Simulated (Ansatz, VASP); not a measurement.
## One calculation of Au, two programs

File INCAR:

```
SYSTEM = Au
  PREC = Accurate
  ENCUT = 520
  EDIFF = 1E-6
  ISMEAR = -1
  SIGMA = 0.1
  LREAL = .FALSE.
  LASPH = .TRUE.
  NELM = 80
  ALGO = Normal
  ISIF = 2
  LWAVE = .FALSE.
  LCHARG = .FALSE.
  GGA = PS
  NBANDS = 24
```

The input KPOINTS:

```
Automatic mesh
0
G
  9 9 13
  0 0 0
```

File POSCAR:

```
Au
1.0
    4.8310786802      0.0000000000      0.0000000000
   -2.4155393401      4.1838368647      0.0000000000
    0.0000000000      0.0000000000      2.8871408650
Au
3
Direct
    0.0000000000      1.0000000000      0.0000000000
    0.3333333333      0.6666666667      0.5000000000
    0.6666666667      0.3333333333      0.5000000000
```

Input for Ansatz:

```yaml
crystal:
  lattice:
    - [4.8310786802, 0.0, 0.0]
    - [-2.4155393401, 4.1838368647, 0.0]
    - [0.0, 0.0, 2.887140865]
  atoms:
    - { symbol: Au, position: [0.0, 1.0, 0.0] }
    - { symbol: Au, position: [0.3333333333, 0.6666666667, 0.5] }
    - { symbol: Au, position: [0.6666666667, 0.3333333333, 0.5] }
hamiltonian:
  xc: pbesol
  pseudopotentials:
    kind: paw
    azcp:
      Au: "pseudopotentials/Au.paw.azcp"
basis:
  ecutwfc: 420
  fft_grid_basis: typed
kpoints:
  mp_grid: { grid: [9, 9, 13], shift: [0, 0, 0] }
magnetization:
  spin_polarized: false
scf:
  occupations: { method: fermi_dirac, width: 0.1 }
  lower_state_search: "off"
output:
  stress: true
```

Alike in both runs: task single point; functional PBEsol; k mesh 9 × 9 × 13; occupations fermi-dirac, width 0.1 eV; no spin polarisation.

|  | VASP | Ansatz |
| --- | --- | --- |
| version | VASP 6.6.1 | Ansatz 0.2.0 |
| potentials or method | VASP PAW PBE potentials, release 64 (Au), cutoff 520 eV | plane waves (420 eV) with PAW, scalar-relativistic |
| valence electrons in the cell | 33 | 57 |

VASP gave:

```
pressure (GPa)                                                : -13.7
traceless stress, the component that is largest in VASP (GPa) : -0.37
```

Question: Estimate Ansatz's values.

Answer: Pressure (GPa): -13.5; traceless stress, the component that is largest in VASP (GPa): -0.38.

VASP's potentials were made for PBE, not for PBEsol, and Ansatz warns of the same on its side. The functional is the same, so the differences come from potentials, cutoffs and numerics. VASP's potentials hold 33 valence electrons a cell and Ansatz's 57, so a difference there can come from the potentials and not from the codes.

Spin-orbit coupling is off throughout.
